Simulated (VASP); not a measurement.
Wanted: the native input for a VASP 6.6.1 run.

```
Task                   : single point
Functional             : PBE
Potentials or basis    : VASP PAW PBE potentials, release 64 (Co, O)
Cutoff                 : 520 eV
k mesh                 : 14 × 14 × 14
Occupations            : methfessel-paxton, width 0.15 eV
Spin                   : collinear spin, ferromagnetic start
Starting moments       : [3.2, 0.0] μB
Dipole correction      : no
Further INCAR settings : ALGO = Normal; EDIFF = 1e-06; NBANDS = 18
```

The structure of CoO lies in POSCAR:

```
CoO
1.0
    0.0000000000      2.1101850000      2.1315000000
    2.1101850000      0.0000000000      2.1315000000
    2.1101850000      2.1101850000      0.0000000000
Co O
1 1
Direct
    0.0000000000      0.0000000000      0.0000000000
    0.5000000000      0.5000000000      0.5000000000
```

The input as run:

INCAR

```
SYSTEM = CoO
PREC     = Accurate       ! precision mode
ENCUT    = 520            ! plane-wave cutoff, eV
EDIFF    = 1E-6           ! SCF threshold, eV
ISMEAR   = 1              ! smearing method
SIGMA    = 0.15           ! smearing width, eV
LREAL    = .FALSE.        ! projectors in reciprocal space
LASPH    = .TRUE.         ! aspherical terms in the spheres
NELM     = 150            ! most SCF steps
ALGO     = Normal         ! electronic algorithm
ISIF     = 2              ! what is computed and relaxed
LWAVE    = .FALSE.        ! write WAVECAR
LCHARG   = .FALSE.        ! write CHGCAR
ISPIN    = 2              ! spin polarisation
MAGMOM   = 3.2 0          ! initial moments
LORBIT   = 11             ! projections on sites
LMAXMIX  = 4              ! l up to which the mixer works
GGA      = PE             ! functional
NBANDS   = 18             ! bands
```

KPOINTS

```
regular mesh
0
G
  14 14 14
  0 0 0
```

Potentials or basis: VASP PAW PBE potentials, release 64 (Co, O).

Launch:

```sh
$ cat potpaw_PBE.64/Co/POTCAR potpaw_PBE.64/O/POTCAR > POTCAR
$ mpirun -np 1 vasp_std > vasp.out
```

Results of the run:

The pressure is 0.9 GPa, the net moment is 2.88 μB per cell and the site moments are Co +2.54; O +0.29 μB. The valence electrons inside the program's atomic spheres are Co 7.82; O 4.99.

Caveat: a cell with one magnetic atom can't hold antiferromagnetic order, which such compounds often take.

It took 5.9 min on 1 thread of AMD EPYC 7R13, on a shared host, peak memory 0.22 GiB.
